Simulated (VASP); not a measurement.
Input of a VASP 6.6.1 run:

The input INCAR:

```
ALGO     = Normal         # electronic algorithm
EDIFF    = 1E-7           # SCF threshold, eV
EDIFFG   = -0.01          # ionic threshold
ENCUT    = 600            # plane-wave cutoff, eV
GGA      = PE             # functional
IBRION   = 2              # ionic algorithm
ISIF     = 3              # what is computed and relaxed
ISMEAR   = 0              # smearing method
LASPH    = T              # aspherical terms in the spheres
LCHARG   = F              # write CHGCAR
LREAL    = F              # projectors in reciprocal space
LWAVE    = F              # write WAVECAR
NELM     = 100            # most SCF steps
NSW      = 100            # ionic steps
PREC     = Accurate       # precision mode
SIGMA    = 0.1            # smearing width, eV
```

KPOINTS

```
k-points
0
Gamma
  8 8 8
```

The input POSCAR:

```
Cd3Cu2
1.0
    4.9176770399      0.0000000000      0.0000000000
    0.0000000000      4.9176770399      0.0000000000
    0.0000000000      0.0000000000      4.9176770399
Cd Cu
3 2
Direct
    0.5000000000      0.0000000000      0.0000000000
    0.0000000000      0.5000000000      0.0000000000
    0.0000000000      0.0000000000      0.5000000000
    0.0000000000      0.0000000000      0.0000000000
    0.5000000000      0.5000000000      0.5000000000
```

Potentials or basis: VASP PAW PBE potentials, release 64 (Cd, Cu).

Run with:

```console
$ cat potpaw_PBE.64/Cd/POTCAR potpaw_PBE.64/Cu/POTCAR > POTCAR
$ mpirun -np 1 vasp_std > vasp.out
```

(1) What does it give for the band gap on the k mesh?

(2) Estimate the relaxed cell.

Answers

(1) zero (band 29 reaches 2.59 eV, above the bottom of band 30 at 0.81 eV).

(2) a = 4.948 Å, b = 4.948 Å, c = 4.948 Å, α = 90.00°, β = 90.00°, γ = 90.00°.
